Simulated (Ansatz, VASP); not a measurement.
# Cr: VASP beside Ansatz

File INCAR:

```
SYSTEM = Cr
ALGO = Normal ; EDIFF = 1E-6
ENCUT = 520 ; ISIF = 2
ISMEAR = -1 ; LASPH = .True.
LCHARG = .False. ; LREAL = .False.
LWAVE = .False. ; NBANDS = 19
NELM = 60 ; PREC = Accurate
SIGMA = 0.1
```

File KPOINTS:

```
k-points
0
Gamma
  18 18 18
  0 0 0
```

File POSCAR:

```
Cr
1.0
    0.0000000000      2.4036375029      2.4036375029
    2.4036375029      0.0000000000      2.4036375029
    2.4036375029      2.4036375029      0.0000000000
Cr
2
Direct
    0.1250000000      0.1250000000      0.1250000000
    0.8750000000      0.8750000000      0.8750000000
```

Input for Ansatz:

```yaml
crystal:
  lattice:
    - [0.0, 2.4036375029, 2.4036375029]
    - [2.4036375029, 0.0, 2.4036375029]
    - [2.4036375029, 2.4036375029, 0.0]
  atoms:
    - { symbol: Cr, position: [0.125, 0.125, 0.125] }
    - { symbol: Cr, position: [0.875, 0.875, 0.875] }
hamiltonian:
  xc: lda
  pseudopotentials:
    kind: paw
    azcp:
      Cr: "pseudopotentials/Cr.paw.azcp"
basis:
  ecutwfc: 420
  fft_grid_basis: typed
kpoints:
  mp_grid: { grid: [18, 18, 18], shift: [0, 0, 0] }
magnetization:
  spin_polarized: false
scf:
  occupations: { method: fermi_dirac, width: 0.1 }
output:
  stress: true
```

Alike in both runs: task single point; functional LDA; k mesh 18 × 18 × 18; occupations fermi-dirac, width 0.1 eV; no spin polarisation.

|  | VASP | Ansatz |
| --- | --- | --- |
| version | VASP 6.6.1 | Ansatz 0.2.0 |
| potentials or method | VASP PAW LDA potentials, release 64 (Cr_pv), cutoff 520 eV | plane waves (420 eV) with PAW, scalar-relativistic |
| valence electrons in the cell | 24 | 28 |

|  | VASP | Ansatz | Ansatz less VASP |
| --- | --- | --- | --- |
| pressure (GPa) | 13.7 | 12.1 | -1.58 |

Ansatz warns that its potentials were made for another functional, while VASP's fit it. LDA's correlation is that of Perdew and Zunger in VASP and of Perdew and Wang (1992) in Ansatz. VASP's potentials hold 24 valence electrons a cell and Ansatz's 28, so a difference there can come from the potentials and not from the codes.
